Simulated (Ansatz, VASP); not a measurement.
One calculation of MgO, two programs

File INCAR:

```
SYSTEM = MgO
ALGO = Normal ; EDIFF = 1E-6
ENCUT = 600 ; GGA = PE
GGA_COMPAT = .False. ; ISIF = 2
ISMEAR = 0 ; LASPH = .True.
LCHARG = .False. ; LREAL = .False.
LWAVE = .False. ; NBANDS = 11
NELM = 120 ; PREC = Accurate
SIGMA = 0.01
```

KPOINTS

```
k-points
0
Gamma
  12 12 12
  0 0 0
```

The input POSCAR:

```
MgO
1.0
    2.0643999022      0.0000000000      0.0000000000
    0.0000000000      2.0643999022      0.0000000000
    0.0000000000      0.0000000000      2.0643999022
Mg O
1 1
Direct
    0.0000000000      0.0000000000      0.0000000000
    0.5000000000      0.5000000000      0.5000000000
```

Input for Ansatz:

```yaml
crystal:
  lattice:
    - [2.0643999022, 0.0, 0.0]
    - [0.0, 2.0643999022, 0.0]
    - [0.0, 0.0, 2.0643999022]
  atoms:
    - { symbol: Mg, position: [0.0, 0.0, 0.0] }
    - { symbol: O, position: [0.5, 0.5, 0.5] }
scf:
  occupations: { method: fixed }
output:
  forces: true
  stress: true
  eigenvalues: true
hamiltonian:
  xc: pbe
basis:
  ecutwfc: 700
kpoints:
  mp_grid: { grid: [12, 12, 12] }
```

Alike in both runs: task single point; functional PBE; k mesh 12 × 12 × 12; no spin polarisation.

|  | VASP | Ansatz |
| --- | --- | --- |
| version | VASP 6.6.1 | Ansatz 0.2.0 |
| potentials or method | VASP PAW PBE potentials, release 64 (Mg, O), cutoff 600 eV | scalar-relativistic, plane waves, PAW |
| occupations | gaussian, width 0.01 eV | fixed |
| valence electrons in the cell | 8 | 16 |

```tsv
	VASP	Ansatz	Ansatz less VASP
gap on the k mesh at the Fermi level (eV)	7.70	7.65	-0.054
least direct gap on the mesh (eV)	7.70	7.65	-0.054
```

VASP's potentials hold 8 valence electrons a cell and Ansatz's 16, so a difference there can come from the potentials and not from the codes.
